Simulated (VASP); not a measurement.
# TiSb2Se2 (P4/mmm) in VASP: notebook

The runs below take TiSb2Se2 through single point, with PBE.

Program: VASP 6.6.1. These are calculated values, not measurements. Logs are shortened: lines on timing, memory, paths and dates and some standing lists are left out, and cuts for length are marked.

## Step 1: The cell of the first run

Symmetry: P4/mmm, No. 123, tetragonal system. The conventional cell has a = 4.440 Å, b = 4.440 Å, c = 7.897 Å, α = 90.00°, β = 90.00°, γ = 90.00°. Within 2.9 Å of Ti (site symmetry 4/mmm) lie 4 Sb at 2.22 Å and 2 Se at 2.90 Å. Within 2.9 Å of Sb (site symmetry mmm) lie 2 Ti at 2.22 Å. Se (site symmetry 4mm) has 1 Se at 2.10 Å and 1 Ti at 2.90 Å within 2.9 Å.

The cell was generated, and may not be a known phase.

## Step 2: Single point, PBE, collinear spin

INCAR reads:

```
PREC     = Accurate       # precision mode
ENCUT    = 520            # plane-wave cutoff, eV
EDIFF    = 1E-6           # SCF threshold, eV
ISMEAR   = 0              # smearing method
SIGMA    = 0.1            # smearing width, eV
LREAL    = False          # projectors in reciprocal space
LASPH    = True           # aspherical terms in the spheres
NELM     = 150            # most SCF steps
ALGO     = Normal         # electronic algorithm
ISIF     = 2              # what is computed and relaxed
LWAVE    = False          # write WAVECAR
LCHARG   = False          # write CHGCAR
ISPIN    = 2              # spin polarisation
MAGMOM   = 1 0 0 0 0      # initial moments
LORBIT   = 11             # projections on sites
LMAXMIX  = 4              # l up to which the mixer works
GGA      = PE             # functional
NBANDS   = 29             # bands
```

KPOINTS reads:

```
Automatic mesh
0
Gamma
  4 4 2
```

POSCAR reads:

```
TiSb2Se2
1.0
    4.4398398800      0.0000000000      0.0000000000
    0.0000000000      4.4398398800      0.0000000000
    0.0000000000      0.0000000000      7.8972363200
Ti Sb Se
1 2 2
Direct
    0.0000000000      0.0000000000      0.0000000000
    0.5000000000      0.0000000000      0.0000000000
    0.0000000000      0.5000000000      0.0000000000
    0.0000000000      0.0000000000      0.6329599800
    0.0000000000      0.0000000000      0.3670400200
```

Potentials or basis: VASP PAW PBE potentials, release 64 (Ti_sv, Sb, Se).

Command:

```sh
$ cat potpaw_PBE.64/Ti_sv/POTCAR potpaw_PBE.64/Sb/POTCAR potpaw_PBE.64/Se/POTCAR > POTCAR
$ mpirun -np 1 vasp_std > vasp.out
```

OUTCAR:

```text
PREC = Accurate
   ENCUT = 520
   EDIFF = 1E-6
   ISMEAR = 0
   LREAL = False
   LASPH = True
   NELM = 150
   ISIF = 2
   ISPIN = 2
   LORBIT = 11
   GGA = PE

 ion  position               nearest neighbor table
   1  0.000  0.000  0.000-   2 2.22   3 2.22   3 2.22   2 2.22
   2  0.500  0.000  0.000-   1 2.22   1 2.22   3 3.14   3 3.14   3 3.14   3 3.14
   3  0.000  0.500  0.000-   1 2.22   1 2.22   2 3.14   2 3.14   2 3.14   2 3.14
   4  0.000  0.000  0.633-   5 2.10
   5  0.000  0.000  0.367-   4 2.10

  LATTYP: Found a simple tetragonal cell.
 ALAT       =     4.4398398800
 C/A-ratio  =     1.7787209750

  Lattice vectors:

 A1 = (   4.4398398800,   0.0000000000,   0.0000000000)
 A2 = (   0.0000000000,   4.4398398800,   0.0000000000)
 A3 = (   0.0000000000,   0.0000000000,   7.8972363200)

Analysis of symmetry for initial positions (statically):
=====================================================================
 Subroutine PRICEL returns:
 Original cell was already a primitive cell.

 Routine SETGRP: Setting up the symmetry group for a
 simple tetragonal supercell.

 Subroutine GETGRP returns: Found 16 space group operations
 (whereof 16 operations were pure point group operations)
 out of a pool of 16 trial point group operations.

The static configuration has the point symmetry D_4h.

Analysis of symmetry for dynamics (positions and initial velocities):
=====================================================================
 Subroutine PRICEL returns:
 Original cell was already a primitive cell.

 Routine SETGRP: Setting up the symmetry group for a
 simple tetragonal supercell.

 Subroutine GETGRP returns: Found 16 space group operations
 (whereof 16 operations were pure point group operations)
 out of a pool of 16 trial point group operations.

The dynamic configuration has the point symmetry D_4h.

Analysis of structural, dynamic, and magnetic symmetry:
=====================================================================
 Subroutine PRICEL returns:
 Original cell was already a primitive cell.

 Routine SETGRP: Setting up the symmetry group for a
 simple tetragonal supercell.

 Subroutine GETGRP returns: Found 16 space group operations
 (whereof 16 operations were pure point group operations)
 out of a pool of 16 trial point group operations.

The overall configuration has the point symmetry D_4h.

 Subroutine INISYM returns: Found 16 space group operations
 (whereof 16 operations are pure point group operations),
 and found     1 'primitive' translations

----------------------------------------------------------------------------------------

                                     Primitive cell

  volume of cell :     155.6717

  direct lattice vectors                    reciprocal lattice vectors
     4.439839880  0.000000000  0.000000000     0.225233348  0.000000000  0.000000000
     0.000000000  4.439839880  0.000000000     0.000000000  0.225233348  0.000000000
     0.000000000  0.000000000  7.897236320     0.000000000  0.000000000  0.126626577

  length of vectors
     4.439839880  4.439839880  7.897236320     0.225233348  0.225233348  0.126626577

  position of ions in fractional coordinates (direct lattice)
     0.000000000  0.000000000  0.000000000
     0.500000000  0.000000000  0.000000000
     0.000000000  0.500000000  0.000000000
     0.000000000  0.000000000  0.632959980
     0.000000000  0.000000000  0.367040020

  ion indices of the primitive-cell ions
   primitive index   ion index
                 1           1
                 2           2
                 3           3
                 4           4
                 5           5

----------------------------------------------------------------------------------------

 KPOINTS: Automatic mesh

Automatic generation of k-mesh.
 Grid dimensions read from file:
 generate k-points for:    4    4    2

 Generating k-lattice:

  Cartesian coordinates                     Fractional coordinates (reciprocal lattice)
     0.056308337  0.000000000  0.000000000     0.250000000  0.000000000  0.000000000
[... 57 lines left out ...]
     29      11.3456      0.00000

 k-point     2 :       0.2500    0.0000    0.0000
  band No.  band energies     occupation
      1     -52.6502      1.00000
      2     -29.2367      1.00000
      3     -29.2031      1.00000
      4     -29.1531      1.00000
      5     -11.8193      1.00000
      6      -7.5027      1.00000
[... 312 lines left out ...]
 k-point    12 :       0.5000    0.5000    0.5000
  band No.  band energies     occupation
      1     -52.6689      1.00000
      2     -29.1564      1.00000
      3     -29.1564      1.00000
      4     -29.1414      1.00000
      5     -11.7272      1.00000
      6      -7.4550      1.00000
[... 21 lines left out ...]
     28      10.7070      0.00000
     29      12.9285      0.00000
 Fermi energy:         3.6114140005

 spin component 2

 k-point     1 :       0.0000    0.0000    0.0000
  band No.  band energies     occupation
      1     -52.6445      1.00000
      2     -29.2414      1.00000
      3     -29.2414      1.00000
      4     -29.1577      1.00000
      5     -11.8478      1.00000
      6      -7.8335      1.00000
[... 21 lines left out ...]
     28       9.8782      0.00000
     29      11.3456      0.00000

 k-point     2 :       0.2500    0.0000    0.0000
  band No.  band energies     occupation
      1     -52.6507      1.00000
      2     -29.2371      1.00000
      3     -29.2036      1.00000
      4     -29.1538      1.00000
      5     -11.8193      1.00000
      6      -7.5026      1.00000
[... 312 lines left out ...]
 k-point    12 :       0.5000    0.5000    0.5000
  band No.  band energies     occupation
      1     -52.6694      1.00000
      2     -29.1568      1.00000
      3     -29.1568      1.00000
      4     -29.1421      1.00000
      5     -11.7272      1.00000
      6      -7.4550      1.00000
[... 21 lines left out ...]
     28      10.7073      0.00000
     29      12.9288      0.00000

------------------------ aborting loop because EDIFF is reached ----------------------------------------

  FORCE on cell =-STRESS in cart. coord.  units (eV):
  Direction    XX          YY          ZZ          XY          YZ          ZX
  --------------------------------------------------------------------------------------
  -------------------------------------------------------------------------------------
  Total       32.7839951     32.7839951      3.7041851      0.0000000     -0.0000000      0.0000000
  in kB      337.4136976    337.4136976     38.1235660      0.0000000     -0.0000000      0.0000000
  external PRESSURE =     237.6503204 kB  Pullay stress =       0.0000000 kB

 VOLUME and BASIS-vectors are now :
 -----------------------------------------------------------------------------
  energy-cutoff  :      520.00
  volume of cell :      155.67
      direct lattice vectors                 reciprocal lattice vectors
     4.439839880  0.000000000  0.000000000     0.225233348  0.000000000  0.000000000
     0.000000000  4.439839880  0.000000000     0.000000000  0.225233348  0.000000000
     0.000000000  0.000000000  7.897236320     0.000000000  0.000000000  0.126626577

 POSITION                                       TOTAL-FORCE (eV/Angst)
 -----------------------------------------------------------------------------------
      0.00000      0.00000      0.00000         0.000000     -0.000000      0.000000
      2.21992      0.00000      0.00000         0.000000     -0.000000      0.000000
      0.00000      2.21992      0.00000         0.000000     -0.000000      0.000000
      0.00000      0.00000      4.99863        -0.000000      0.000000      3.621568
      0.00000      0.00000      2.89860         0.000000      0.000000     -3.621568
 -----------------------------------------------------------------------------------
    total drift:                                0.000000     -0.000000     -0.000000

  FREE ENERGIE OF THE ION-ELECTRON SYSTEM (eV)
  ---------------------------------------------------
  free  energy   TOTEN  =       -16.4018636091 eV

  energy  without entropy=      -16.3609114907  energy(sigma->0) =      -16.38138755

 total charge

# of ion       s       p       d       tot
------------------------------------------
    1        2.279   6.301   2.566  11.146
    2        1.211   1.417   0.070   2.699
    3        1.211   1.417   0.070   2.699
    4        1.483   2.276   0.065   3.824
    5        1.483   2.276   0.065   3.824
--------------------------------------------------
tot          7.667  13.688   2.837  24.191

 magnetization (x)

# of ion       s       p       d       tot
------------------------------------------
    1       -0.000  -0.000  -0.001  -0.001
    2        0.000   0.000  -0.000   0.000
    3        0.000   0.000  -0.000   0.000
    4       -0.000   0.000  -0.000  -0.000
    5       -0.000   0.000  -0.000  -0.000
--------------------------------------------------
tot          0.000   0.000  -0.001  -0.000
```

It took 5.4 min on 1 thread of Intel Xeon 8259CL, shared host; peak memory 0.38 GiB.

Results:

- Free energy: -16.4019 eV
- Pressure: 23.8 GPa
- Largest force: 3.622 eV/Å
- Band gap on the k mesh: zero (filled and empty bands overlap)
- Net moment: 0.00 μB per cell
- Valence electrons inside the program's atomic spheres: Ti 11.15; Sb 2.70; Se 3.82

Forces on the atoms (eV/Å):
```
Ti   0.000  0.000  0.000
Sb   0.000  0.000  0.000
Sb   0.000  0.000  0.000
Se   0.000  0.000  3.622
Se   0.000  0.000 -3.622
```

Stress tensor (GPa, compression positive):
```
33.74  0.00  0.00
 0.00 33.74  0.00
 0.00  0.00  3.81
```

Levels at points of the mesh, in eV from the Fermi level:
Spin up:
| k point | band 13 | band 14 | band 15 | band 16 | band 17 | band 18 | band 19 | band 20 | band 21 | band 22 |
| --- | --- | --- | --- | --- | --- | --- | --- | --- | --- | --- |
| (0.00, 0.00, 0.00) | -2.18 | -2.18 | -0.77 | -0.77 | -0.03 | 1.24 | 1.24 | 1.25 | 2.05 | 3.25 |
| (0.50, 0.00, 0.00) | -2.98 | -2.65 | -1.21 | -0.66 | -0.07 | 0.01 | 0.23 | 1.26 | 2.17 | 3.53 |
| (0.50, 0.50, 0.00) | -3.57 | -3.05 | -3.05 | -2.47 | 0.32 | 0.32 | 1.75 | 2.09 | 2.28 | 3.88 |
| (0.00, 0.00, 0.50) | -2.66 | -1.23 | -0.03 | 0.08 | 0.20 | 0.20 | 0.45 | 0.45 | 1.21 | 3.79 |
| (0.50, 0.00, 0.50) | -2.65 | -1.99 | -0.90 | -0.79 | -0.13 | 0.02 | 0.10 | 0.49 | 0.93 | 3.29 |
| (0.50, 0.50, 0.50) | -4.11 | -2.47 | -1.84 | -1.84 | -0.61 | -0.61 | 0.11 | 2.11 | 3.39 | 3.68 |
Spin down:
| k point | band 15 | band 16 | band 17 | band 18 | band 19 | band 20 |
| --- | --- | --- | --- | --- | --- | --- |
| (0.00, 0.00, 0.00) | -0.77 | -0.77 | -0.03 | 1.24 | 1.24 | 1.25 |
| (0.50, 0.00, 0.00) | -1.21 | -0.66 | -0.07 | 0.01 | 0.23 | 1.26 |
| (0.50, 0.50, 0.00) | -3.05 | -2.47 | 0.32 | 0.32 | 1.75 | 2.09 |
| (0.00, 0.00, 0.50) | -0.03 | 0.08 | 0.20 | 0.20 | 0.45 | 0.45 |
| (0.50, 0.00, 0.50) | -0.90 | -0.79 | -0.13 | 0.02 | 0.10 | 0.49 |
| (0.50, 0.50, 0.50) | -1.84 | -1.84 | -0.61 | -0.61 | 0.11 | 2.11 |

Caveat: the k points lie up to 0.40 Å⁻¹ apart, too coarse for converged energies and pressures of a metal; spin-orbit coupling is left out, which moves the levels of the heavy elements; forces of over 1 eV/Å act on the atoms, so gaps and moduli don't describe the material at rest.

## Step 3: Single point, PBE

This run uses another cell than the first one, of 46.66 Å³/atom.

INCAR reads:

```
PREC = Accurate ; ENCUT = 520
EDIFF = 1E-6 ; ISMEAR = 0
SIGMA = 0.1 ; LREAL = F
LASPH = T ; NELM = 80
ALGO = Normal ; ISIF = 2
LWAVE = F ; LCHARG = F
GGA = PE ; NBANDS = 25
```

KPOINTS reads:

```
Automatic mesh
0
Gamma
  8 8 6
```

POSCAR reads:

```
TiSb2Se2
1.0
    5.2710976235      0.0000000000      0.0000000000
    0.0000000000      5.2710976235      0.0000000000
    0.0000000000      0.0000000000      8.3966612778
Ti Sb Se
1 2 2
Direct
    0.0000000000      0.0000000000      0.0000000000
    0.5000000000      0.0000000000      0.0000000000
    0.0000000000      0.5000000000      0.0000000000
    0.0000000000      0.0000000000      0.7152172656
    0.0000000000      0.0000000000      0.2847827344
```

Potentials or basis: VASP PAW PBE potentials, release 64 (Ti_sv, Sb, Se).

Command:

```sh
$ cat potpaw_PBE.64/Ti_sv/POTCAR potpaw_PBE.64/Sb/POTCAR potpaw_PBE.64/Se/POTCAR > POTCAR
$ mpirun -np 1 vasp_std > vasp.out
```

Run time: 13 min. Hardware: 1 thread of Intel Xeon 8259CL, shared host; peak memory 0.57 GiB.

The run converged. Its results:

```
Free energy            : -22.3683 eV
Pressure               : -0.1 GPa
Largest force          : 0.006 eV/Å
Band gap on the k mesh : zero (bands 17 and 18 overlap by 0.30 eV)
```

Forces on the atoms (eV/Å):
```
Ti   0.000  0.000  0.000
Sb   0.000  0.000  0.000
Sb   0.000  0.000  0.000
Se   0.000  0.000 -0.006
Se   0.000  0.000  0.006
```

Stress tensor (GPa, compression positive):
```
-0.11  0.00  0.00
 0.00 -0.11  0.00
 0.00  0.00  0.02
```

Levels at points of the mesh, in eV from the Fermi level:
```tsv
k point	band 14	band 15	band 16	band 17	band 18	band 19	band 20	band 21
(0.00, 0.00, 0.00)	-1.87	-0.44	-0.44	0.07	0.26	0.39	1.38	1.38
(0.50, 0.00, 0.00)	-1.68	-1.58	-1.38	-0.67	0.17	0.38	1.12	1.81
(0.50, 0.50, 0.00)	-2.07	-1.27	-1.27	-0.90	1.15	1.15	1.76	2.11
(0.00, 0.00, 0.50)	-1.99	-0.35	-0.26	-0.26	0.06	0.26	1.43	1.43
(0.50, 0.00, 0.50)	-1.94	-1.68	-1.14	-0.62	-0.08	0.38	0.80	1.64
(0.50, 0.50, 0.50)	-2.06	-1.91	-1.00	-1.00	0.85	0.85	1.77	2.09
```

Caveat: spin-orbit coupling is left out, which moves the levels of the heavy elements; this functional lacks dispersion, which binds layers or chains, so the pressure and a relaxed spacing across them are unreliable.

## Step 4: Single point, PBE, collinear spin

This run uses another cell than the first one, of 46.18 Å³/atom.

INCAR reads:

```
PREC = Accurate ; ENCUT = 520
EDIFF = 1E-6 ; ISMEAR = 0
SIGMA = 0.1 ; LREAL = False
LASPH = True ; NELM = 150
ALGO = Normal ; ISIF = 2
LWAVE = False ; LCHARG = False
ISPIN = 2 ; MAGMOM = 1 0 0 0 0
LORBIT = 11 ; LMAXMIX = 4
GGA = PE ; NBANDS = 29
```

KPOINTS reads:

```
Automatic mesh
0
Gamma
  4 4 2
```

POSCAR reads:

```
TiSb2Se2
1.0
    5.2517431072      0.0000000000      0.0000000000
    0.0000000000      5.2517431072      0.0000000000
    0.0000000000      0.0000000000      8.3719273368
Ti Sb Se
1 2 2
Direct
    0.0000000000      0.0000000000      0.0000000000
    0.5000000000      0.0000000000      0.0000000000
    0.0000000000      0.5000000000      0.0000000000
    0.0000000000      0.0000000000      0.7158137728
    0.0000000000      0.0000000000      0.2841862272
```

Command:

```sh
$ cat potpaw_PBE.64/Ti_sv/POTCAR potpaw_PBE.64/Sb/POTCAR potpaw_PBE.64/Se/POTCAR > POTCAR
$ mpirun -np 1 vasp_std > vasp.out
```

Run time: 8.8 min. Hardware: 1 thread of Intel Xeon 8259CL, shared host; peak memory 0.46 GiB.

The run converged. Its results:

* Free energy: -22.4800 eV
* Pressure: 0.1 GPa
* Largest force: 0.028 eV/Å
* Band gap on the k mesh: zero (filled and empty bands overlap)
* Net moment: 0.00 μB per cell
* Valence electrons inside the program's atomic spheres: Ti 10.45; Sb 2.37; Se 3.74

Forces in eV/Å, atoms in the order of the input:
```
Ti   0.000  0.000  0.000
Sb   0.000  0.000  0.000
Sb   0.000  0.000  0.000
Se   0.000  0.000  0.028
Se   0.000  0.000 -0.028
```

Stress tensor (GPa, compression positive):
```
 0.23  0.00  0.00
 0.00  0.23  0.00
 0.00  0.00 -0.03
```

Levels at points of the mesh, in eV from the Fermi level:
Spin up:
| k point | band 13 | band 14 | band 15 | band 16 | band 17 | band 18 | band 19 | band 20 | band 21 | band 22 |
| --- | --- | --- | --- | --- | --- | --- | --- | --- | --- | --- |
| (0.00, 0.00, 0.00) | -1.92 | -1.92 | -0.45 | -0.45 | 0.12 | 0.24 | 0.41 | 1.43 | 1.43 | 1.81 |
| (0.50, 0.00, 0.00) | -1.88 | -1.70 | -1.58 | -1.40 | -0.65 | 0.18 | 0.41 | 1.15 | 1.82 | 2.07 |
| (0.50, 0.50, 0.00) | -2.59 | -2.10 | -1.30 | -1.30 | -0.91 | 1.18 | 1.18 | 1.77 | 2.14 | 2.14 |
| (0.00, 0.00, 0.50) | -2.03 | -2.03 | -0.33 | -0.27 | -0.27 | 0.11 | 0.24 | 1.48 | 1.48 | 1.63 |
| (0.50, 0.00, 0.50) | -1.99 | -1.97 | -1.70 | -1.15 | -0.61 | -0.04 | 0.38 | 0.82 | 1.65 | 2.03 |
| (0.50, 0.50, 0.50) | -2.10 | -2.07 | -1.94 | -1.03 | -1.03 | 0.87 | 0.87 | 1.77 | 2.12 | 2.12 |
Spin down:
```csv
k point,band 13,band 14,band 15,band 16,band 17,band 18,band 19,band 20,band 21,band 22
"(0.00, 0.00, 0.00)",-1.92,-1.92,-0.45,-0.45,0.12,0.24,0.41,1.43,1.43,1.81
"(0.50, 0.00, 0.00)",-1.88,-1.70,-1.58,-1.40,-0.65,0.18,0.42,1.15,1.82,2.07
"(0.50, 0.50, 0.00)",-2.59,-2.10,-1.30,-1.30,-0.91,1.18,1.18,1.77,2.14,2.14
"(0.00, 0.00, 0.50)",-2.03,-2.03,-0.33,-0.27,-0.27,0.11,0.24,1.48,1.48,1.63
"(0.50, 0.00, 0.50)",-1.99,-1.97,-1.70,-1.15,-0.61,-0.04,0.38,0.82,1.65,2.03
"(0.50, 0.50, 0.50)",-2.10,-2.07,-1.94,-1.03,-1.03,0.87,0.87,1.77,2.12,2.12
```

Caveat: the k points lie up to 0.38 Å⁻¹ apart; spin-orbit coupling is left out, which moves the levels of the heavy elements; this functional lacks dispersion, which binds layers or chains, so the pressure and a relaxed spacing across them are unreliable.

## Step 5: Summary

```csv
spin,cell,k mesh,gap on the mesh (eV),pressure (GPa),moment (μB),largest force (eV/Å)
collinear,"a = 4.440, b = 4.440, c = 7.897 Å, 5 atoms, atomic positions A",4 × 4 × 2,none,23.8,0.00,3.62
off,"a = 5.271, b = 5.271, c = 8.397 Å, 5 atoms, atomic positions B",8 × 8 × 6,none,-0.1,-,0.01
collinear,"a = 5.252, b = 5.252, c = 8.372 Å, 5 atoms, atomic positions C",4 × 4 × 2,none,0.1,0.00,0.03
```

Alike in all rows: task single point; level PBE; potentials or basis VASP PAW PBE potentials, release 64 (Ti_sv, Sb, Se); cutoff (eV) 520; smearing gaussian 0.1 eV.

Caveats: some runs use coarse meshes; spin-orbit coupling is left out, which moves the levels of the heavy elements; this functional lacks dispersion, which binds layers or chains, so the pressure and a relaxed spacing across them are unreliable (at least some runs); forces of over 1 eV/Å act on the atoms, so gaps and moduli don't describe the material at rest (at least some runs).

Total energies depend on the potentials used, so only differences within one code and one set of settings carry meaning.
